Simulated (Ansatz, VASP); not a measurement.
## Cu: VASP beside Ansatz

INCAR

```
SYSTEM = Cu
ALGO = Normal
EDIFF = 1E-6
EDIFFG = -0.01
ENCUT = 600
GGA = RP
IBRION = 2
ISIF = 3
ISMEAR = -1
LASPH = .TRUE.
LCHARG = .FALSE.
LREAL = .FALSE.
LWAVE = .FALSE.
NELM = 100
NSW = 80
PREC = Accurate
SIGMA = 0.1
```

The input KPOINTS:

```
k-points
0
G
  15 15 15
  0 0 0
```

The input POSCAR:

```
Cu
1.0
    0.0000000000      1.8074800000      1.8074800000
    1.8074800000      0.0000000000      1.8074800000
    1.8074800000      1.8074800000      0.0000000000
Cu
1
Direct
    0.0000000000      0.0000000000      0.0000000000
```

Input for Ansatz:

```yaml
crystal:
  lattice:
    - [0.0, 1.80748, 1.80748]
    - [1.80748, 0.0, 1.80748]
    - [1.80748, 1.80748, 0.0]
  atoms:
    - { symbol: Cu, position: [0.0, 0.0, 0.0] }
hamiltonian:
  xc: rpbe
  pseudopotentials:
    kind: paw
    azcp:
      Cu: "pseudopotentials/Cu.paw.azcp"
basis:
  ecutwfc: 420
  fft_grid_basis: typed
kpoints:
  mp_grid: { grid: [15, 15, 15], shift: [0, 0, 0] }
magnetization:
  spin_polarized: false
scf:
  occupations: { method: fermi_dirac, width: 0.1 }
relax:
  max_steps: 60
  f_tol: 0.01
  cell: {}
```

Alike in both runs: task relaxation of cell and atoms; functional RPBE; k mesh 15 × 15 × 15; occupations fermi-dirac, width 0.1 eV; no spin polarisation.

```csv
,VASP,Ansatz
version,VASP 6.6.1,Ansatz 0.2.0
potentials or method,"VASP PAW PBE potentials, release 64 (Cu), cutoff 600 eV","plane waves (420 eV) with PAW, scalar-relativistic"
valence electrons in the cell,11,19
```

Ansatz gave:

- relaxed volume (Å³/atom): 12.38
- relaxed cell length with the largest relative difference (Å): 2.597

Task: Which values does VASP return?

Result: Relaxed volume (Å³/atom): 12.45; relaxed cell length with the largest relative difference (Å): 2.601.

VASP's potentials were made for PBE, not for RPBE. VASP's potentials hold 11 valence electrons a cell and Ansatz's 19, so a difference there can come from the potentials and not from the codes.
